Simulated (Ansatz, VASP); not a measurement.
One calculation of InH3, two programs

```
CELL_PARAMETERS angstrom
3.05017 0.00000 0.00000
-1.52509 2.64153 0.00000
0.00000 0.00000 5.33971
ATOMIC_POSITIONS crystal
In 0.00000 0.00000 0.50000
H 0.50000 0.00000 0.00000
H 0.00000 0.50000 0.00000
H 0.50000 0.50000 0.00000
```

Alike in both runs: task relaxation of cell and atoms; functional PBE; k mesh 6 × 6 × 4; occupations gaussian, width 0.1 eV; no spin polarisation.

|  | VASP | Ansatz |
| --- | --- | --- |
| version | VASP 6.6.1 | Ansatz 0.2.0 |
| potentials or method | VASP PAW PBE potentials, release 64 (In_d, H), cutoff 600 eV | scalar-relativistic, plane waves, PAW |
| valence electrons in the cell | 16 | 16 |

```csv
,VASP,Ansatz,Ansatz less VASP
"gap on the k mesh at the Fermi level, each at its own relaxed structure (eV)",none,none,-
relaxed volume (Å³/atom),9.73,9.74,+0.012
relaxed cell length with the largest relative difference (Å),5.286,5.297,+0.0110
```

A gap of «none» marks a metal or a gap that the smearing closes.

The k mesh is coarse, so the values compare programs but aren't converged.
